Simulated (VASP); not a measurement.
Runs of VASP 6.6.1 on BaRe. The structure is that of space group Pm-3m (No. 221), or close to it. The cells are those of the table. 

```csv
cell,gap on the mesh (eV),pressure (GPa)
"a = 3.753 Å, 2 atoms",none,-0.3
"a = 3.655 Å, 2 atoms",none,(a)
"a = 3.705 Å, 2 atoms",none,1.7
"a = 3.680 Å, 2 atoms",none,2.9
```

Alike in all rows: task single point; level r2SCAN; potentials or basis VASP PAW PBE potentials, release 64 (Ba_sv, Re_sv_GW); no spin polarisation; k mesh 10 × 10 × 10; cutoff (eV) 610; smearing gaussian 0.05 eV.

Estimate the missing entries.

(a) 4.2.

Caveats: the PAW data sets were made with another functional, which shifts forces and pressure a little; spin-orbit coupling is left out, which moves the levels of the heavy elements; the cell stands under pressure (at least some runs).

A k mesh can miss the band edges, and the runs leave out spin-orbit coupling on Ba, Re.

A gap of «none» marks levels without a gap at the run's occupations.
